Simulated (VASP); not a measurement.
Here is a VASP 6.6.1 calculation.

INCAR

```
ALGO = Normal
EDIFF = 1E-6
ENCUT = 750
GGA = PE
GGA_COMPAT = False
ISIF = 2
ISMEAR = 0
LASPH = True
LCHARG = False
LREAL = False
LWAVE = False
NBANDS = 13
NELM = 120
PREC = Accurate
SIGMA = 0.02
```

The input KPOINTS:

```
k-points
0
Gamma
  8 8 8
```

Contents of POSCAR:

```
Li2S
1.0
    0.0000000000      2.7526544600      2.7526544600
    2.7526544600      0.0000000000      2.7526544600
    2.7526544600      2.7526544600      0.0000000000
Li S
2 1
Direct
    0.2500000000      0.2500000000      0.2500000000
    0.7500000000      0.7500000000      0.7500000000
    0.0000000000      0.0000000000      0.0000000000
```

Potentials or basis: VASP PAW PBE potentials, release 64 (Li_sv, S).

The run is started by

```sh
$ cat potpaw_PBE.64/Li_sv/POTCAR potpaw_PBE.64/S/POTCAR > POTCAR
$ mpirun -np 1 vasp_std > vasp.out
```

Question: Predict the band gap on the k mesh.

Answer: 3.30 eV, indirect (least direct gap 4.82 eV).

Question: What does it give for the pressure?

Answer: 5.2 GPa.

Caveat: the cell differs from its parent crystal (strained). A k mesh can miss the band edges.
